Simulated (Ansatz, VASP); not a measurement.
# LaHg: VASP beside Ansatz

```xyz
2
Lattice="3.5107 0.0000 0.0000 0.0000 3.5107 0.0000 0.0000 0.0000 3.5107" Properties=species:S:1:pos:R:3 pbc="T T T"
La    1.7553    1.7553    1.7553
Hg    0.0000    0.0000    0.0000
```

Change from the starting cell: volume scaled by 0.75, LAPW.

Alike in both runs: task single point; functional LDA; k mesh 9 × 9 × 9; occupations fermi-dirac, width 0.05 eV; no spin polarisation.

|  | VASP | Ansatz |
| --- | --- | --- |
| version | VASP 6.6.1 | Ansatz 0.2.0 |
| potentials or method | VASP PAW LDA potentials, release 64 (La, Hg), cutoff 520 eV | all-electron LAPW, scalar-relativistic |

```tsv
	VASP	Ansatz	Ansatz less VASP
pressure (GPa)	25.6	24.9	-0.68
```

LDA's correlation is that of Perdew and Zunger in VASP and of Perdew and Wang (1992) in Ansatz. Ansatz ran all-electron here, and VASP with PAW potentials.

Neither program's run includes spin-orbit coupling.
